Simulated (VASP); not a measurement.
# AlN (AlN (P6_3mc)) (P6_3mc) in VASP: a series of runs

The runs below take AlN (AlN (P6_3mc)) through single point, relaxation of the atoms, with PBE.

All numbers are computed with VASP 6.6.1; they aren't measurements. Logs are shortened: lines on timing, memory, paths and dates and some standing lists are left out, and cuts for length are marked.

## (1) The cell of the first run

The structure is hexagonal, space group P6_3mc (No. 186). Conventional cell: a = 3.130 Å, b = 3.130 Å, c = 5.017 Å, α = 90.00°, β = 90.00°, γ = 120.00°. Al (site symmetry 3m) has 4 N at 1.90 to 1.91 Å within 2.5 Å. N (site symmetry 3m) has 4 Al at 1.90 to 1.91 Å within 2.5 Å.

## (2) Single point, PBE

INCAR

```
PREC = Accurate
ENCUT = 520
EDIFF = 1E-6
ISMEAR = 0
SIGMA = 0.01
LREAL = F
LASPH = T
NELM = 80
ALGO = Normal
ISIF = 2
LWAVE = F
LCHARG = F
GGA = PE
NBANDS = 16
```

KPOINTS

```
Automatic mesh
0
Gamma
  10 10 6
```

POSCAR

```
AlN
1.0
    3.1297569663      0.0000000289      0.0000000000
   -1.5648785082      2.7104490260      0.0000000000
    0.0000000000      0.0000000000      5.0174032534
Al N
2 2
Direct
    0.6666666667      0.3333333333      0.4992353735
    0.3333333333      0.6666666667      0.9992353735
    0.6666666667      0.3333333333      0.8807646265
    0.3333333333      0.6666666667      0.3807646265
```

Potentials or basis: VASP PAW PBE potentials, release 64 (Al, N).

Started as:

```sh
$ cat potpaw_PBE.64/Al/POTCAR potpaw_PBE.64/N/POTCAR > POTCAR
$ mpirun -np 1 vasp_std > vasp.out
```

OUTCAR:

```text
PREC = Accurate
   ENCUT = 520
   EDIFF = 1E-6
   ISMEAR = 0
   LREAL = F
   LASPH = T
   NELM = 80
   ISIF = 2
   GGA = PE

 ion  position               nearest neighbor table
   1  0.667  0.333  0.499-   4 1.90   4 1.90   4 1.90   3 1.91   2 3.09   2 3.09   2 3.09   2 3.09
                             2 3.09   2 3.09
   2  0.333  0.667  0.999-   3 1.90   3 1.90   3 1.90   4 1.91   1 3.09   1 3.09   1 3.09   1 3.09
                             1 3.09   1 3.09
   3  0.667  0.333  0.881-   2 1.90   2 1.90   2 1.90   1 1.91
   4  0.333  0.667  0.381-   1 1.90   1 1.90   1 1.90   2 1.91

  LATTYP: Found a hexagonal cell.
 ALAT       =     3.1297569663
 C/A-ratio  =     1.6031287117

  Lattice vectors:

 A1 = (   3.1297569663,   0.0000000289,   0.0000000000)
 A2 = (  -1.5648785082,   2.7104490260,   0.0000000000)
 A3 = (   0.0000000000,   0.0000000000,   5.0174032534)

Analysis of symmetry for initial positions (statically):
=====================================================================
 Subroutine PRICEL returns:
 Original cell was already a primitive cell.

 Routine SETGRP: Setting up the symmetry group for a
 hexagonal supercell.

 Subroutine GETGRP returns: Found 12 space group operations
 (whereof  6 operations were pure point group operations)
 out of a pool of 24 trial point group operations.

The static configuration has the point symmetry C_3v.
 The point group associated with its full space group is C_6v.

Analysis of symmetry for dynamics (positions and initial velocities):
=====================================================================
 Subroutine PRICEL returns:
 Original cell was already a primitive cell.

 Routine SETGRP: Setting up the symmetry group for a
 hexagonal supercell.

 Subroutine GETGRP returns: Found 12 space group operations
 (whereof  6 operations were pure point group operations)
 out of a pool of 24 trial point group operations.

The dynamic configuration has the point symmetry C_3v.
 The point group associated with its full space group is C_6v.

 Subroutine INISYM returns: Found 12 space group operations
 (whereof  6 operations are pure point group operations),
 and found     1 'primitive' translations

----------------------------------------------------------------------------------------

                                     Primitive cell

  volume of cell :      42.5629

  direct lattice vectors                    reciprocal lattice vectors
     3.129756966  0.000000029  0.000000000     0.319513625  0.184471282  0.000000000
    -1.564878508  2.710449026  0.000000000    -0.000000003  0.368942557  0.000000000
     0.000000000  0.000000000  5.017403253     0.000000000  0.000000000  0.199306284

  length of vectors
     3.129756966  3.129756966  5.017403253     0.368942557  0.368942557  0.199306284

  position of ions in fractional coordinates (direct lattice)
     0.666666667  0.333333333  0.499235373
     0.333333333  0.666666667  0.999235373
     0.666666667  0.333333333  0.880764627
     0.333333333  0.666666667  0.380764627

  ion indices of the primitive-cell ions
   primitive index   ion index
                 1           1
                 2           2
                 3           3
                 4           4

----------------------------------------------------------------------------------------

 KPOINTS: Automatic mesh

Automatic generation of k-mesh.
 Grid dimensions read from file:
 generate k-points for:   10   10    6

 Generating k-lattice:

  Cartesian coordinates                     Fractional coordinates (reciprocal lattice)
     0.031951363  0.018447128  0.000000000     0.100000000  0.000000000  0.000000000
    -0.000000000  0.036894256  0.000000000    -0.000000000  0.100000000  0.000000000
     0.000000000  0.000000000  0.033217714     0.000000000  0.000000000  0.166666667

  Length of vectors
     0.036894256  0.036894256  0.033217714

  Shift w.r.t. Gamma in fractional coordinates (k-lattice)
     0.000000000  0.000000000  0.000000000

 Subroutine IBZKPT returns following result:
 ===========================================

 Found     56 irreducible k-points:

 Following reciprocal coordinates:
            Coordinates               Weight
  0.000000  0.000000  0.000000      1.000000
  0.100000  0.000000  0.000000      6.000000
  0.200000  0.000000  0.000000      6.000000
  0.300000  0.000000  0.000000      6.000000
  0.400000 -0.000000  0.000000      6.000000
  0.500000 -0.000000  0.000000      3.000000
[... 16 lines left out ...]
  0.300000  0.100000  0.166667     24.000000
  0.400000  0.100000  0.166667     24.000000
 [... further k-points ...]
   k-points           NKPTS =     56   k-points in BZ     NKDIM =     56   number of bands    NBANDS=     16
   number of dos      NEDOS =    301   number of ions     NIONS =      4
   total plane-waves  NPLWV =  23040
   dimension x,y,z NGX =    24 NGY =   24 NGZ =   40
   dimension x,y,z NGXF=    48 NGYF=   48 NGZF=   80
   ions per type =               2   2
   NGX,Y,Z   is equivalent  to a cutoff of  12.75, 12.75, 13.25 a.u.
   NGXF,Y,Z  is equivalent  to a cutoff of  25.50, 25.50, 26.51 a.u.
 SYSTEM =  unknown system
   PREC   = accura    normal or accurate (medium, high low for compatibility)
   ISTART =      0    job   : 0-new  1-cont  2-samecut
   ICHARG =      2    charge: 1-file 2-atom 10-const
   ISPIN  =      1    spin polarized calculation?
   LNONCOLLINEAR =      F non collinear calculations
   LSORBIT =      F    spin-orbit coupling
   LASPH  =      T    aspherical Exc in radial PAW
   ENCUT  =  520.0 eV  38.22 Ry    6.18 a.u.   5.82  5.82  9.33*2*pi/ulx,y,z
   NELM   =     80;   NELMIN=  2; NELMDL= -5     # of ELM steps
   EDIFF  = 0.1E-05   stopping-criterion for ELM
   LREAL  =      F    real-space projection
   EDIFFG = 0.1E-04   stopping-criterion for IOM
   NSW    =      0    number of steps for IOM
   IBRION =     -1    ionic relax: 0-MD 1-quasi-New 2-CG
   NFREE  =      0    steps in history (QN), initial steepest desc. (CG)
   ISIF   =      2    stress and relaxation
   ISYM   =      2    0-nonsym 1-usesym 2-fastsym
   POTIM  = 0.5000    time-step for ionic-motion
   TEBEG  =    0.0;   TEEND  =   0.0 temperature during run
   PSTRESS=    0.0 pullay stress
   NELECT =      16.0000    total number of electrons
   NUPDOWN=      -1.0000    fix difference up-down
   EMIN   =  10.00;   EMAX   =-10.00  energy-range for DOS
   EFERMI =   0.00;   METHOD = LEGACY
   ISMEAR =     0;   SIGMA  =   0.01  broadening in eV -4-tet -1-fermi 0-gaus
   EFERMI_NEDOS =   21; number of points for ismear=-14 and -15
   IALGO  =     38    algorithm
   IMIX   =      4    mixing-type and parameters
     AMIX     =   0.40;   BMIX     =  1.00
     AMIX_MAG =   1.60;   BMIX_MAG =  1.00
  volume/ion in A,a.u.               =      10.64        71.81
  Fermi-wavevector in a.u.,A,eV,Ry     =   1.181511  2.232733 18.993310  1.395969
  Thomas-Fermi vector in A             =   2.317783
   LORBIT       =      0    0 simple, 1 ext, 2 COOP (PROOUT), +10 PAW based schemes
   GGA     = PE    functional components
   LHFCALC =     F    Hartree Fock is set to
   AEXX    =    0.0000 exact exchange contribution
   IVDW    =     0    specifies the selected vdW correction
   LEPSILON=     F    determine dielectric tensor
   LRPA    =     F    only Hartree local field effects (RPA)
 non-spin polarized calculation
 Gauss-broadening in eV      SIGMA  =   0.01
  energy-cutoff  :      520.00
  volume of cell :       42.56
 maximum number of plane-waves:      1170
 NGX is ok and might be reduce to    24

 number of electron      15.9999998 magnetization

 Free energy of the ion-electron system (eV)
  ---------------------------------------------------
  ext. energy  EPLUGINS =         0.00000000
  ---------------------------------------------------
  free energy    TOTEN  =       -29.78052112 eV

  energy without entropy =      -29.78052112  energy(sigma->0) =      -29.78052112

 E-fermi :   6.0592     XC(G=0): -10.8287

 val. band max:        5.9679175333   @ k =   0.0000   0.0000   0.0000
 cond. band min:      10.0150710509   @ k =   0.0000   0.0000   0.0000
 fundamental gap:      4.0471535177
 Fermi energy:         6.0592348918

 k-point     1 :       0.0000    0.0000    0.0000
  band No.  band energies     occupation
      1      -9.1017      2.00000
      2      -7.0179      2.00000
      3       0.0608      2.00000
      4       5.1229      2.00000
      5       5.1229      2.00000
      6       5.7654      2.00000
[... 8 lines left out ...]
     15      18.9378      0.00000
     16      18.9378      0.00000

 k-point     2 :       0.1000    0.0000    0.0000
  band No.  band energies     occupation
      1      -8.9773      2.00000
      2      -6.9478      2.00000
      3       0.2101      2.00000
      4       4.5482      2.00000
      5       4.9625      2.00000
      6       5.1956      2.00000
[... 8 lines left out ...]
     15      18.8942      0.00000
     16      19.0024      0.00000

 k-point     3 :       0.2000    0.0000    0.0000
  band No.  band energies     occupation
      1      -8.6202      2.00000
      2      -6.7654      2.00000
      3       0.6464      2.00000
      4       3.2553      2.00000
      5       4.0948      2.00000
      6       4.6130      2.00000
[... 8 lines left out ...]
     15      18.0670      0.00000
     16      18.5992      0.00000

 k-point     4 :       0.3000    0.0000    0.0000
  band No.  band energies     occupation
      1      -8.0872      2.00000
      2      -6.5592      2.00000
      3       1.3257      2.00000
      4       1.9185      2.00000
      5       2.9937      2.00000
      6       4.2560      2.00000
[... 8 lines left out ...]
     15      17.8363      0.00000
     16      19.7723      0.00000

 k-point     5 :       0.4000   -0.0000    0.0000
  band No.  band energies     occupation
      1      -7.5063      2.00000
      2      -6.4691      2.00000
      3       0.9430      2.00000
      4       2.0940      2.00000
      5       2.2223      2.00000
      6       4.0037      2.00000
[... 8 lines left out ...]
     15      18.2719      0.00000
     16      20.8511      0.00000

 k-point     6 :       0.5000   -0.0000    0.0000
  band No.  band energies     occupation
      1      -7.1871      2.00000
      2      -6.5118      2.00000
      3       0.5916      2.00000
      4       1.8457      2.00000
      5       2.6728      2.00000
      6       3.9138      2.00000
[... 8 lines left out ...]
     15      18.6503      0.00000
     16      20.8702      0.00000
[... 267 lines left out ...]
 k-point    21 :       0.1000    0.1000    0.1667
  band No.  band energies     occupation
      1      -8.6378      2.00000
      2      -6.9968      2.00000
      3       0.7893      2.00000
      4       3.9258      2.00000
      5       3.9271      2.00000
      6       4.8352      2.00000
[... 8 lines left out ...]
     15      18.2803      0.00000
     16      19.1450      0.00000

 k-point    22 :       0.2000    0.1000    0.1667
  band No.  band energies     occupation
      1      -8.1990      2.00000
      2      -6.7665      2.00000
      3       1.1721      2.00000
      4       2.7069      2.00000
      5       3.1584      2.00000
      6       4.3400      2.00000
[... 8 lines left out ...]
     15      18.1871      0.00000
     16      19.5286      0.00000

 k-point    23 :       0.3000    0.1000    0.1667
  band No.  band energies     occupation
      1      -7.6464      2.00000
      2      -6.5665      2.00000
      3       1.1312      2.00000
      4       1.9573      2.00000
      5       2.7062      2.00000
      6       3.8758      2.00000
[... 8 lines left out ...]
     15      18.1615      0.00000
     16      20.1966      0.00000

 k-point    24 :       0.4000    0.1000    0.1667
  band No.  band energies     occupation
      1      -7.1683      2.00000
      2      -6.5262      2.00000
      3       0.6342      2.00000
      4       1.6199      2.00000
      5       2.9481      2.00000
      6       3.7108      2.00000
[... 8 lines left out ...]
     15      18.4336      0.00000
     16      20.6668      0.00000

 [... further k-points ...]
[... 5 lines left out ...]
  --------------------------------------------------------------------------------------
  -------------------------------------------------------------------------------------
  Total       -0.0501356     -0.0501356     -0.0364506      0.0000000     -0.0000000      0.0000000
  in kB       -1.8872360     -1.8872360     -1.3720938      0.0000000     -0.0000000      0.0000000
  external PRESSURE =      -1.7155219 kB  Pullay stress =       0.0000000 kB

 VOLUME and BASIS-vectors are now :
 -----------------------------------------------------------------------------
  energy-cutoff  :      520.00
  volume of cell :       42.56
      direct lattice vectors                 reciprocal lattice vectors
     3.129756966  0.000000029  0.000000000     0.319513625  0.184471282  0.000000000
    -1.564878508  2.710449026  0.000000000    -0.000000003  0.368942557  0.000000000
     0.000000000  0.000000000  5.017403253     0.000000000  0.000000000  0.199306284

 POSITION                                       TOTAL-FORCE (eV/Angst)
 -----------------------------------------------------------------------------------
      1.56488      0.90348      2.50487         0.000000     -0.000000      0.000182
     -0.00000      1.80697      5.01357        -0.000000      0.000000      0.000182
      1.56488      0.90348      4.41915        -0.000000      0.000000     -0.000182
     -0.00000      1.80697      1.91045         0.000000     -0.000000     -0.000182
 -----------------------------------------------------------------------------------
    total drift:                               -0.000000     -0.000000      0.000505

  FREE ENERGIE OF THE ION-ELECTRON SYSTEM (eV)
  ---------------------------------------------------
  free  energy   TOTEN  =       -29.7805211230 eV

  energy  without entropy=      -29.7805211230  energy(sigma->0) =      -29.78052112
```

Wall time 29 s (1 thread of AMD EPYC 7R43 (Zen 3), shared host); peak memory 0.13 GiB.

Results:

- Free energy: -29.7805 eV
- Pressure: -0.2 GPa
- Band gap on the k mesh: 4.05 eV, direct

Levels at points of the mesh, in eV from the valence-band top:
```tsv
k point	band 5	band 6	band 7	band 8	band 9	band 10	band 11	band 12
(0.00, 0.00, 0.00)	-0.85	-0.20	-0.20	0.00	4.05	6.51	10.46	11.03
(0.50, 0.00, 0.00)	-3.30	-2.05	-1.74	-0.68	5.76	5.76	8.03	10.15
(0.00, 0.00, 0.50)	-0.53	-0.53	-0.53	-0.53	6.31	6.31	10.17	10.17
(0.50, 0.00, 0.50)	-1.44	-1.44	-1.35	-1.35	5.25	5.25	9.15	9.15
```

A k mesh can miss the band edges. PBE gaps usually lie below the measured ones, often by a third to a half.

## (3) Relaxation of the atoms, PBE

This run uses another cell than the first one: it holds 32 atoms, not 4.

INCAR

```
SYSTEM = AlN
PREC = Accurate ; ENCUT = 520
EDIFF = 1E-7 ; ISMEAR = -1
SIGMA = 0.01 ; LREAL = Auto
LASPH = .TRUE. ; NELM = 80
ALGO = Normal ; ISIF = 2
LWAVE = .FALSE. ; LCHARG = .FALSE.
GGA = PE ; IBRION = 2
NSW = 80 ; EDIFFG = -0.01
```

KPOINTS

```
Automatic mesh
0
Gamma
  1 1 1
  0.25 0.25 0.25
```

POSCAR

```
AlN
1.0
    6.2595139326      0.0000000578      0.0000000000
   -3.1297570163      5.4208980521      0.0000000000
    0.0000000000      0.0000000000     10.0348065068
Al N
16 16
Direct
    0.3333333334      0.1666666666      0.2496176868
    0.1666666666      0.3333333334      0.4996176868
    0.3333333334      0.1666666666      0.7496176868
    0.1666666666      0.3333333334      0.9996176868
    0.3333333334      0.6666666666      0.2496176868
    0.1666666666      0.8333333333      0.4996176868
    0.3333333334      0.6666666666      0.7496176868
    0.1666666666      0.8333333333      0.9996176868
    0.8333333333      0.1666666666      0.2496176868
    0.6666666666      0.3333333334      0.4996176868
    0.8333333333      0.1666666666      0.7496176868
    0.6666666666      0.3333333334      0.9996176868
    0.8333333333      0.6666666666      0.2496176868
    0.6666666666      0.8333333333      0.4996176868
    0.8333333333      0.6666666666      0.7496176868
    0.6666666666      0.8333333333      0.9996176868
    0.3333333334      0.1666666666      0.4403823132
    0.1666666666      0.3333333334      0.1903823132
    0.3333333334      0.1666666666      0.9403823132
    0.1666666666      0.3333333334      0.6903823132
    0.3333333334      0.6666666666      0.4403823132
    0.1666666666      0.8333333333      0.1903823132
    0.3333333334      0.6666666666      0.9403823132
    0.1666666666      0.8333333333      0.6903823132
    0.8333333333      0.1666666666      0.4403823132
    0.6666666666      0.3333333334      0.1903823132
    0.8333333333      0.1666666666      0.9403823132
    0.6666666666      0.3333333334      0.6903823132
    0.8333333333      0.6666666666      0.4403823132
    0.6666666666      0.8333333333      0.1903823132
    0.8333333333      0.6666666666      0.9403823132
    0.6666666666      0.8333333333      0.6903823132
```

Potentials or basis: VASP PAW PBE potentials, release 64 (Al, N).

Started as:

```sh
$ cat potpaw_PBE.64/Al/POTCAR potpaw_PBE.64/N/POTCAR > POTCAR
$ mpirun -np 1 vasp_std > vasp.out
```

Wall time 2.6 min (1 thread of AMD EPYC 7R43 (Zen 3), shared host); peak memory 0.43 GiB.

The run converged. Its results:

| Property | Result |
| --- | --- |
| Free energy | -241.3374 eV |
| Energy gained by relaxing | 0.2 meV/atom |
| Ionic steps | 3 |
| Pressure after relaxing | -0.6 GPa |
| Band gap on the k mesh | 5.76 eV |

Stress tensor (GPa, compression positive):
```
-2.17  0.00  0.00
 0.00 -2.17  0.00
 0.00  0.00  2.53
```

The path:
| step | energy change (eV) | largest force (eV/Å) | pressure (GPa) |
| --- | --- | --- | --- |
| 1 | 0.0000 | 0.1086 | -0.64 |
| 2 | -0.0071 | 0.0246 | -0.60 |
| 3 | -0.0075 | 0.0003 | -0.61 |

Final structure:
```xyz
32
Lattice="6.2595 0.0000 0.0000 -3.1298 5.4209 0.0000 0.0000 0.0000 10.0348" Properties=species:S:1:pos:R:3 pbc="T T T"
Al    1.5649    0.9035    2.5092
Al    0.0000    1.8070    5.0179
Al    1.5649    0.9035    7.5266
Al    0.0000    1.8070    0.0005
Al    0.0000    3.6139    2.5092
Al   -1.5649    4.5174    5.0179
Al    0.0000    3.6139    7.5266
Al   -1.5649    4.5174    0.0005
Al    4.6946    0.9035    2.5092
Al    3.1298    1.8070    5.0179
Al    4.6946    0.9035    7.5266
Al    3.1298    1.8070    0.0005
Al    3.1298    3.6139    2.5092
Al    1.5649    4.5174    5.0179
Al    3.1298    3.6139    7.5266
Al    1.5649    4.5174    0.0005
N     1.5649    0.9035    4.4149
N     0.0000    1.8070    1.9062
N     1.5649    0.9035    9.4323
N     0.0000    1.8070    6.9236
N     0.0000    3.6139    4.4149
N    -1.5649    4.5174    1.9062
N     0.0000    3.6139    9.4323
N    -1.5649    4.5174    6.9236
N     4.6946    0.9035    4.4149
N     3.1298    1.8070    1.9062
N     4.6946    0.9035    9.4323
N     3.1298    1.8070    6.9236
N     3.1298    3.6139    4.4149
N     1.5649    4.5174    1.9062
N     3.1298    3.6139    9.4323
N     1.5649    4.5174    6.9236
```

Levels at points of the mesh, in eV from the valence-band top:
```
           k point  band 60  band 61  band 62  band 63  band 64  band 65  band 66  band 67  band 68  band 69
(0.25, 0.25, 0.25)    -0.44    -0.37    -0.37    -0.24     0.00     5.76     6.34     6.50     6.50     6.71
```

Caveat: the k points lie up to 1.16 Å⁻¹ apart. A k mesh can miss the band edges.
